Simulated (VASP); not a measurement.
Set up this calculation in VASP 6.6.1, as the native input.

```yaml
Task: single point
Functional: PBE
Potentials_or_basis: VASP PAW PBE potentials, release 64 (Ba_sv)
Cutoff: 500 eV
k_mesh: 6 × 6 × 4
Occupations: methfessel-paxton, width 0.0026 eV
Spin: no spin polarisation
Dipole_correction: no
Further_INCAR_settings: ALGO = Normal; EDIFF = 1e-06; NBANDS = 11
```

The structure of Ba lies in POSCAR:

```
Ba
1.0
    4.3116136979      0.0000000000      0.0000000000
   -2.1558068490      3.7339669937      0.0000000000
    0.0000000000      0.0000000000      3.9134133000
Ba
1
Direct
    0.0000000000      0.0000000000      0.0000000000
```

The input as run:

INCAR

```
PREC = Accurate
ENCUT = 500
EDIFF = 1E-6
ISMEAR = 1
SIGMA = 0.0026
LREAL = False
LASPH = True
NELM = 120
ALGO = Normal
ISIF = 2
LWAVE = False
LCHARG = False
GGA = PE
NBANDS = 11
GGA_COMPAT = False
```

KPOINTS

```
regular mesh
0
Gamma
  6 6 4
```

Potentials or basis: VASP PAW PBE potentials, release 64 (Ba_sv).

Run with:

```sh
$ cat potpaw_PBE.64/Ba_sv/POTCAR > POTCAR
$ mpirun -np 1 vasp_std > vasp.out
```

Results of the run:

| Item | Value |
| --- | --- |
| Pressure | 0.1 GPa |
| Band gap on the k mesh | zero (band 5 reaches 1.92 eV, above the bottom of band 6 at 1.56 eV) |

Caveat: the k points lie up to 0.40 Å⁻¹ apart; spin-orbit coupling is left out, which moves the levels of the heavy elements.

Run time: 20 s on 1 thread of Intel Xeon 8259CL (shared host), peak memory 0.17 GiB.
